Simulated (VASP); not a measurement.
Wanted: the native input for a VASP 6.6.1 run.

| Property | Result |
| --- | --- |
| Task | single point |
| Functional | PBE |
| Potentials or basis | VASP PAW PBE potentials, release 64 (Ga_d, B, As) |
| Cutoff | 520 eV |
| k mesh | 4 × 4 × 4 |
| Occupations | gaussian, width 0.1 eV |
| Spin | no spin polarisation |
| Dipole correction | no |
| Further INCAR settings | ALGO = Normal; EDIFF = 1e-06; NBANDS = 31 |

The structure of GaB3As4 lies in POSCAR:

```
GaB3As4
1.0
    5.1574457000      0.0000000000      0.0000000000
    0.0000000000      5.1574457000      0.0000000000
    0.0000000000      0.0000000000      5.1574457000
Ga B As
1 3 4
Direct
    0.5000000000      0.5000000000      0.5000000000
    0.5000000000      0.0000000000      0.0000000000
    0.0000000000      0.0000000000      0.5000000000
    0.0000000000      0.5000000000      0.0000000000
    0.7500000000      0.2500000000      0.7500000000
    0.7500000000      0.7500000000      0.2500000000
    0.2500000000      0.2500000000      0.2500000000
    0.2500000000      0.7500000000      0.7500000000
```

The input as run:

INCAR

```
ALGO = Normal
EDIFF = 1E-6
ENCUT = 520
GGA = PE
ISIF = 2
ISMEAR = 0
LASPH = True
LCHARG = False
LREAL = False
LWAVE = False
NBANDS = 31
NELM = 80
PREC = Accurate
SIGMA = 0.1
```

KPOINTS

```
k-points
0
Gamma
  4 4 4
```

Potentials or basis: VASP PAW PBE potentials, release 64 (Ga_d, B, As).

Launch:

```bash
$ cat potpaw_PBE.64/Ga_d/POTCAR potpaw_PBE.64/B/POTCAR potpaw_PBE.64/As/POTCAR > POTCAR
$ mpirun -np 1 vasp_std > vasp.out
```

Results of the run:

The pressure is -2.6 GPa and the band gap on the k mesh is 1.18 eV, indirect (least direct gap 1.26 eV).

Run time: 24 s on 1 thread of Intel(R) Xeon(R) 6975P-C (Granite Rapids) (shared host), peak memory 0.25 GiB.
